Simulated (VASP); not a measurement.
# BN (Cm) in VASP: notebook

Runs on BN. Level: PBE. Tasks: single point.

Everything below comes from runs of VASP 6.6.1. Logs are shortened: lines on timing, memory, paths and dates and some standing lists are left out, and cuts for length are marked.

## Step 1: The cell of the first run

It takes space group Cm (No. 8, monoclinic). Conventional cell: a = 4.424 Å, b = 2.554 Å, c = 4.227 Å, α = 90.00°, β = 90.00°, γ = 90.00°. B (site symmetry m) has 3 N at 1.22 to 1.64 Å within 1.7 Å. B (site symmetry m) has 4 N at 1.57 to 1.58 Å and 2 B at 2.12 Å within 2.2 Å. N (site symmetry m) has 4 B at 1.22 to 1.57 Å within 1.6 Å. N (site symmetry m) has 4 B at 1.58 to 2.16 Å within 2.2 Å.

## Step 2: Single point, PBE (atom 1 (B) moved by (+0.450, -0.450) A along y and z)

INCAR

```
PREC = Accurate
ENCUT = 520
EDIFF = 1E-7
ISMEAR = 0
SIGMA = 0.05
LREAL = False
LASPH = True
NELM = 100
ALGO = Normal
ISIF = 2
LWAVE = False
LCHARG = False
GGA = PE
NBANDS = 16
```

KPOINTS

```
regular mesh
0
Gamma
  12 12 6
```

POSCAR

```
BN
1.0
    2.5539396017      0.0000000000      0.0000000000
   -1.2769698009      2.2117765748      0.0000000000
    0.0000000000      0.0000000000      4.2268550000
B N
2 2
Direct
    0.7683948442      0.5367896883      0.8932618668
    0.3333333333      0.6666666667      0.4997240000
    0.6666666667      0.3333333333      0.6252760000
    0.3333333333      0.6666666667      0.1252760000
```

Potentials or basis: VASP PAW PBE potentials, release 64 (B, N).

On the command line:

```sh
$ cat potpaw_PBE.64/B/POTCAR potpaw_PBE.64/N/POTCAR > POTCAR
$ mpirun -np 1 vasp_std > vasp.out
```

OUTCAR:

```text
PREC = Accurate
   ENCUT = 520
   EDIFF = 1E-7
   ISMEAR = 0
   LREAL = False
   LASPH = True
   NELM = 100
   ISIF = 2
   GGA = PE

 ion  position               nearest neighbor table
   1  0.768  0.537  0.893-   3 1.22   4 1.64   4 1.64   2 2.12   2 2.12
   2  0.333  0.667  0.500-   3 1.57   3 1.57   3 1.57   4 1.58   1 2.12   1 2.12
   3  0.667  0.333  0.625-   1 1.22   2 1.57   2 1.57   2 1.57
   4  0.333  0.667  0.125-   2 1.58   1 1.64   1 1.64

  LATTYP: Found a hexagonal cell.
 ALAT       =     2.5539396017
 C/A-ratio  =     1.6550332659

  Lattice vectors:

 A1 = (   2.5539396017,   0.0000000000,   0.0000000000)
 A2 = (  -1.2769698009,   2.2117765748,   0.0000000000)
 A3 = (   0.0000000000,   0.0000000000,   4.2268550000)

Analysis of symmetry for initial positions (statically):
=====================================================================
 Subroutine PRICEL returns:
 Original cell was already a primitive cell.

 Routine SETGRP: Setting up the symmetry group for a
 hexagonal supercell.

 Subroutine GETGRP returns: Found  2 space group operations
 (whereof  2 operations were pure point group operations)
 out of a pool of 24 trial point group operations.

The static configuration has the point symmetry C_1h.

Analysis of symmetry for dynamics (positions and initial velocities):
=====================================================================
 Subroutine PRICEL returns:
 Original cell was already a primitive cell.

 Routine SETGRP: Setting up the symmetry group for a
 hexagonal supercell.

 Subroutine GETGRP returns: Found  2 space group operations
 (whereof  2 operations were pure point group operations)
 out of a pool of 24 trial point group operations.

The dynamic configuration has the point symmetry C_1h.

 Subroutine INISYM returns: Found  2 space group operations
 (whereof  2 operations are pure point group operations),
 and found     1 'primitive' translations

----------------------------------------------------------------------------------------

                                     Primitive cell

  volume of cell :      23.8764

  direct lattice vectors                    reciprocal lattice vectors
     2.553939602  0.000000000  0.000000000     0.391551938  0.226062617  0.000000000
    -1.276969801  2.211776575  0.000000000     0.000000000  0.452125233  0.000000000
     0.000000000  0.000000000  4.226855000     0.000000000  0.000000000  0.236582518

  length of vectors
     2.553939602  2.553939602  4.226855000     0.452125233  0.452125233  0.236582518

  position of ions in fractional coordinates (direct lattice)
     0.768394844  0.536789688  0.893261867
     0.333333333  0.666666667  0.499724000
     0.666666667  0.333333333  0.625276000
     0.333333333  0.666666667  0.125276000

  ion indices of the primitive-cell ions
   primitive index   ion index
                 1           1
                 2           2
                 3           3
                 4           4

----------------------------------------------------------------------------------------

 KPOINTS: regular mesh

Automatic generation of k-mesh.
 Grid dimensions read from file:
 generate k-points for:   12   12    6

 Generating k-lattice:

  Cartesian coordinates                     Fractional coordinates (reciprocal lattice)
     0.032629328  0.018838551  0.000000000     0.083333333  0.000000000  0.000000000
     0.000000000  0.037677103  0.000000000     0.000000000  0.083333333  0.000000000
     0.000000000  0.000000000  0.039430420     0.000000000  0.000000000  0.166666667

  Length of vectors
     0.037677103  0.037677103  0.039430420

  Shift w.r.t. Gamma in fractional coordinates (k-lattice)
     0.000000000  0.000000000  0.000000000

 Subroutine IBZKPT returns following result:
 ===========================================

 Found    242 irreducible k-points:

 Following reciprocal coordinates:
            Coordinates               Weight
  0.000000  0.000000  0.000000      1.000000
  0.083333  0.000000  0.000000      4.000000
  0.000000  0.083333  0.000000      2.000000
  0.166667  0.000000  0.000000      4.000000
  0.000000  0.166667  0.000000      2.000000
  0.250000  0.000000  0.000000      4.000000
[... 16 lines left out ...]
 -0.083333  0.416667  0.000000      4.000000
 -0.416667  0.333333  0.000000      4.000000
 [... further k-points ...]
   k-points           NKPTS =    242   k-points in BZ     NKDIM =    242   number of bands    NBANDS=     16
   number of dos      NEDOS =    301   number of ions     NIONS =      4
   total plane-waves  NPLWV =  12800
   dimension x,y,z NGX =    20 NGY =   20 NGZ =   32
   dimension x,y,z NGXF=    40 NGYF=   40 NGZF=   64
   ions per type =               2   2
   NGX,Y,Z   is equivalent  to a cutoff of  13.02, 13.02, 12.59 a.u.
   NGXF,Y,Z  is equivalent  to a cutoff of  26.04, 26.04, 25.17 a.u.
 SYSTEM =  unknown system
   PREC   = accura    normal or accurate (medium, high low for compatibility)
   ISTART =      0    job   : 0-new  1-cont  2-samecut
   ICHARG =      2    charge: 1-file 2-atom 10-const
   ISPIN  =      1    spin polarized calculation?
   LNONCOLLINEAR =      F non collinear calculations
   LSORBIT =      F    spin-orbit coupling
   LASPH  =      T    aspherical Exc in radial PAW
   ENCUT  =  520.0 eV  38.22 Ry    6.18 a.u.   4.75  4.75  7.86*2*pi/ulx,y,z
   NELM   =    100;   NELMIN=  2; NELMDL= -5     # of ELM steps
   EDIFF  = 0.1E-06   stopping-criterion for ELM
   LREAL  =      F    real-space projection
   EDIFFG = 0.1E-05   stopping-criterion for IOM
   NSW    =      0    number of steps for IOM
   IBRION =     -1    ionic relax: 0-MD 1-quasi-New 2-CG
   NFREE  =      0    steps in history (QN), initial steepest desc. (CG)
   ISIF   =      2    stress and relaxation
   ISYM   =      2    0-nonsym 1-usesym 2-fastsym
   POTIM  = 0.5000    time-step for ionic-motion
   TEBEG  =    0.0;   TEEND  =   0.0 temperature during run
   PSTRESS=    0.0 pullay stress
   NELECT =      16.0000    total number of electrons
   NUPDOWN=      -1.0000    fix difference up-down
   EMIN   =  10.00;   EMAX   =-10.00  energy-range for DOS
   EFERMI =   0.00;   METHOD = LEGACY
   ISMEAR =     0;   SIGMA  =   0.05  broadening in eV -4-tet -1-fermi 0-gaus
   EFERMI_NEDOS =   21; number of points for ismear=-14 and -15
   IALGO  =     38    algorithm
   IMIX   =      4    mixing-type and parameters
     AMIX     =   0.40;   BMIX     =  1.00
     AMIX_MAG =   1.60;   BMIX_MAG =  1.00
  volume/ion in A,a.u.               =       5.97        40.28
  Fermi-wavevector in a.u.,A,eV,Ry     =   1.432600  2.707222 27.923836  2.052344
  Thomas-Fermi vector in A             =   2.552210
   LORBIT       =      0    0 simple, 1 ext, 2 COOP (PROOUT), +10 PAW based schemes
   GGA     = PE    functional components
   LHFCALC =     F    Hartree Fock is set to
   AEXX    =    0.0000 exact exchange contribution
   IVDW    =     0    specifies the selected vdW correction
   LEPSILON=     F    determine dielectric tensor
   LRPA    =     F    only Hartree local field effects (RPA)
 non-spin polarized calculation
 Gauss-broadening in eV      SIGMA  =   0.05
  energy-cutoff  :      520.00
  volume of cell :       23.88
 maximum number of plane-waves:       660
   NGX =  9   NGY =  9   NGZ = 15

 number of electron      15.9999999 magnetization

 Free energy of the ion-electron system (eV)
  ---------------------------------------------------
  ext. energy  EPLUGINS =         0.00000000
  ---------------------------------------------------
  free energy    TOTEN  =       -29.82307837 eV

  energy without entropy =      -29.82281702  energy(sigma->0) =      -29.82294769

 E-fermi :  10.4239     XC(G=0): -12.7806

 val. band max:       10.3835384877   @ k =   0.0833   0.0000   0.3333
 cond. band min:      10.4504450287   @ k =  -0.2500  -0.4167   0.0000
 fundamental gap:      0.0669065410
 Fermi energy:        10.4239098278

 k-point     1 :       0.0000    0.0000    0.0000
  band No.  band energies     occupation
      1     -14.5376      2.00000
      2      -7.8469      2.00000
      3      -3.9789      2.00000
      4       3.2886      2.00000
      5       3.3374      2.00000
      6       5.2253      2.00000
[... 8 lines left out ...]
     15      20.0575      0.00000
     16      24.1607      0.00000

 k-point     2 :       0.0833    0.0000    0.0000
  band No.  band energies     occupation
      1     -14.3976      2.00000
      2      -7.7236      2.00000
      3      -3.8449      2.00000
      4       2.5455      2.00000
      5       3.2433      2.00000
      6       5.0897      2.00000
[... 8 lines left out ...]
     15      20.3734      0.00000
     16      24.1364      0.00000

 k-point     3 :       0.0000    0.0833    0.0000
  band No.  band energies     occupation
      1     -14.3968      2.00000
      2      -7.7268      2.00000
      3      -3.8481      2.00000
      4       2.6770      2.00000
      5       3.0597      2.00000
      6       5.1285      2.00000
[... 8 lines left out ...]
     15      20.1369      0.00000
     16      24.1360      0.00000

 k-point     4 :       0.1667    0.0000    0.0000
  band No.  band energies     occupation
      1     -13.9849      2.00000
      2      -7.3728      2.00000
      3      -3.4504      2.00000
      4       1.0307      2.00000
      5       2.7153      2.00000
      6       4.6788      2.00000
[... 8 lines left out ...]
     15      21.0111      0.00000
     16      24.3251      0.00000
[... 324 lines left out ...]
 k-point    22 :       0.3333    0.0833    0.0000
  band No.  band energies     occupation
      1     -11.9740      2.00000
      2      -6.3367      2.00000
      3      -2.6353      2.00000
      4      -1.6009      2.00000
      5       0.7686      2.00000
      6       2.6460      2.00000
[... 8 lines left out ...]
     15      22.0743      0.00000
     16      25.5158      0.00000

 k-point    23 :      -0.0833    0.4167    0.0000
  band No.  band energies     occupation
      1     -11.9637      2.00000
      2      -6.2090      2.00000
      3      -3.4295      2.00000
      4      -1.1422      2.00000
      5       0.5870      2.00000
      6       3.2818      2.00000
[... 8 lines left out ...]
     15      22.8025      0.00000
     16      24.3531      0.00000

 k-point    24 :      -0.4167    0.3333    0.0000
  band No.  band energies     occupation
      1     -11.9773      2.00000
      2      -6.3486      2.00000
      3      -2.5595      2.00000
      4      -1.4956      2.00000
      5       0.8349      2.00000
      6       2.0845      2.00000
[... 8 lines left out ...]
     15      21.9050      0.00000
     16      25.9426      0.00000

 [... further k-points ...]

------------------------ aborting loop because EDIFF is reached ----------------------------------------

  FORCE on cell =-STRESS in cart. coord.  units (eV):
  Direction    XX          YY          ZZ          XY          YZ          ZX
  --------------------------------------------------------------------------------------
  -------------------------------------------------------------------------------------
  Total        1.2173413      8.9390226      8.1839784     -0.0000000      2.9165974     -0.0000000
  in kB       81.6871424    599.8344329    549.1687657     -0.0000000    195.7121764     -0.0000000
  external PRESSURE =     410.2301136 kB  Pullay stress =       0.0000000 kB

 VOLUME and BASIS-vectors are now :
 -----------------------------------------------------------------------------
  energy-cutoff  :      520.00
  volume of cell :       23.88
      direct lattice vectors                 reciprocal lattice vectors
     2.553939602  0.000000000  0.000000000     0.391551938  0.226062617  0.000000000
    -1.276969801  2.211776575  0.000000000     0.000000000  0.452125233  0.000000000
     0.000000000  0.000000000  4.226855000     0.000000000  0.000000000  0.236582518

 POSITION                                       TOTAL-FORCE (eV/Angst)
 -----------------------------------------------------------------------------------
      1.27697      1.18726      3.77569        -0.000000      2.611468     23.273196
     -0.00000      1.47452      2.11226         0.000000     -0.112940     -6.005846
      1.27697      0.73726      2.64295         0.000000     -2.374782    -13.194932
     -0.00000      1.47452      0.52952         0.000000     -0.123746     -4.072418
 -----------------------------------------------------------------------------------
    total drift:                               -0.000000     -0.000082     -0.000021

  FREE ENERGIE OF THE ION-ELECTRON SYSTEM (eV)
  ---------------------------------------------------
  free  energy   TOTEN  =       -29.8230783697 eV

  energy  without entropy=      -29.8228170161  energy(sigma->0) =      -29.82294769
```

Run time: 38 s. Hardware: 1 thread of Intel Xeon 6975P-C (Granite Rapids), shared host; peak memory 0.19 GiB.

What came out:

```
Free energy            : -29.8231 eV
Pressure               : 41.0 GPa
Largest force          : 23.419 eV/Å
Band gap on the k mesh : zero (bands 8 and 9 overlap by 0.39 eV)
```

Forces on the atoms (eV/Å):
```
B     0.000   2.611  23.273
B     0.000  -0.113  -6.006
N     0.000  -2.375 -13.195
N     0.000  -0.124  -4.072
```

Stress tensor (GPa, compression positive):
```
 8.17  0.00  0.00
 0.00 59.98 19.57
 0.00 19.57 54.92
```

Caveat: the cell differs from its parent crystal (atom 1 (B) moved by (+0.450, -0.450) A along y and z); the stress differs along the axes, from 8 to 60 GPa; semilocal functionals underestimate gaps, and a narrow one can read as zero; forces of over 1 eV/Å act on the atoms, so gaps and moduli don't describe the material at rest.

(Continued in part 2 of 2.)

The gap in the log of VASP goes by the Fermi energy; the results here count the filled bands.